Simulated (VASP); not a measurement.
A run of VASP 6.6.1:

The input INCAR:

```
SYSTEM = LaSb
  ALGO = Normal
  EDIFF = 1E-7
  EDIFFG = -0.01
  ENCUT = 520
  GGA = CA
  IBRION = 2
  ISIF = 2
  ISMEAR = -1
  LASPH = .True.
  LCHARG = .False.
  LREAL = .False.
  LWAVE = .False.
  NELM = 100
  NSW = 50
  PREC = Accurate
  SIGMA = 0.05
```

File KPOINTS:

```
k-points
0
Gamma
  10 10 10
  0 0 0
```

File POSCAR:

```
LaSb
1.0
    0.0000000000      3.1330130530      3.1330130530
    3.1330130530      0.0000000000      3.1330130530
    3.1330130530      3.1330130530      0.0000000000
La Sb
1 1
Direct
    0.0000000000      0.0000000000      0.0000000000
    0.5000000000      0.5000000000      0.5000000000
```

Potentials or basis: VASP PAW LDA potentials, release 64 (La, Sb).

Launch:

```console
$ cat potpaw_LDA.64/La/POTCAR potpaw_LDA.64/Sb/POTCAR > POTCAR
$ mpirun -np 1 vasp_std > vasp.out
```

Hardware: 1 thread of Intel(R) Xeon(R) Platinum 8259CL CPU @ 2.50GHz (Skylake/Cascade Lake), on a shared host.

Question: How long does it take, and how much memory?

Answer: Run time: 48 s on 1 thread of Intel(R) Xeon(R) Platinum 8259CL CPU @ 2.50GHz (Skylake/Cascade Lake), with other jobs on the host, peak memory 0.21 GiB. Counts: scf iterations 12, k points 47, ion steps 1.
